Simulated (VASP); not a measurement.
Here is a VASP 6.6.1 calculation.

File INCAR:

```
  PREC = Accurate
  ENCUT = 520
  EDIFF = 1E-6
  ISMEAR = 0
  SIGMA = 0.01
  LREAL = False
  LASPH = True
  NELM = 80
  ALGO = Normal
  ISIF = 2
  LWAVE = False
  LCHARG = False
  GGA = PE
  NBANDS = 16
```

KPOINTS

```
Automatic mesh
0
Gamma
  6 6 6
```

Contents of POSCAR:

```
GaN
1.0
    0.0000000000      2.2489526314      2.2489526314
    2.2489526314      0.0000000000      2.2489526314
    2.2489526314      2.2489526314      0.0000000000
Ga N
1 1
Direct
    0.0000000000      0.0000000000      0.0000000000
    0.7500000000      0.7500000000      0.7500000000
```

Potentials or basis: VASP PAW PBE potentials, release 64 (Ga_d, N).

Launch:

```sh
$ cat potpaw_PBE.64/Ga_d/POTCAR potpaw_PBE.64/N/POTCAR > POTCAR
$ mpirun -np 1 vasp_std > vasp.out
```

Question: Estimate the pressure.

Answer: 6.2 GPa.

Question: Predict the band gap on the k mesh.

Answer: 1.76 eV.

Caveat: the cell stands under pressure.
